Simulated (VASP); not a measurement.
Here is a VASP 6.6.1 calculation.

INCAR

```
SYSTEM = Al3BAs4
PREC     = Accurate       ! precision mode
ENCUT    = 600            ! plane-wave cutoff, eV
EDIFF    = 1E-7           ! SCF threshold, eV
ISMEAR   = 0              ! smearing method
SIGMA    = 0.1            ! smearing width, eV
LREAL    = .False.        ! projectors in reciprocal space
LASPH    = .True.         ! aspherical terms in the spheres
NELM     = 60             ! most SCF steps
ALGO     = Normal         ! electronic algorithm
ISIF     = 3              ! what is computed and relaxed
LWAVE    = .False.        ! write WAVECAR
LCHARG   = .False.        ! write CHGCAR
GGA      = PE             ! functional
IBRION   = 2              ! ionic algorithm
NSW      = 90             ! ionic steps
EDIFFG   = -0.04          ! ionic threshold
```

File KPOINTS:

```
regular mesh
0
Gamma
  6 6 2
  0 0 0
```

The input POSCAR:

```
Al3BAs4
1.0
    3.7495469700      0.0000000000      0.0000000000
   -1.8747734900      3.2472029300      0.0000000000
    0.0000000000      0.0000000000     12.3245179400
Al B As
3 1 4
Direct
    0.3333333300      0.6666666700      0.5003415000
    0.6666666700      0.3333333300      0.2503415000
    0.6666666700      0.3333333300      0.7503415000
    0.3333333300      0.6666666700      0.0003415000
    0.3333333300      0.6666666700      0.1876585000
    0.3333333300      0.6666666700      0.6876585000
    0.6666666700      0.3333333300      0.4376585000
    0.6666666700      0.3333333300      0.9376585000
```

Potentials or basis: VASP PAW PBE potentials, release 64 (Al, B, As).

The run is started by

```sh
$ cat potpaw_PBE.64/Al/POTCAR potpaw_PBE.64/B/POTCAR potpaw_PBE.64/As/POTCAR > POTCAR
$ mpirun -np 1 vasp_std > vasp.out
```

What does it give for the band gap on the k mesh?

0.13 eV.

What does it give for the relaxed volume?

21.20 Å³/atom.

Predict the relaxed cell.

a = 3.886 Å, b = 3.886 Å, c = 12.966 Å, α = 90.00°, β = 90.00°, γ = 120.00°.

Stress tensor (GPa, compression positive):
```
 0.05  0.00  0.00
 0.00  0.05  0.00
 0.00  0.00 -0.05
```

Caveat: semilocal functionals underestimate gaps, and a narrow one can read as zero. A k mesh can miss the band edges.
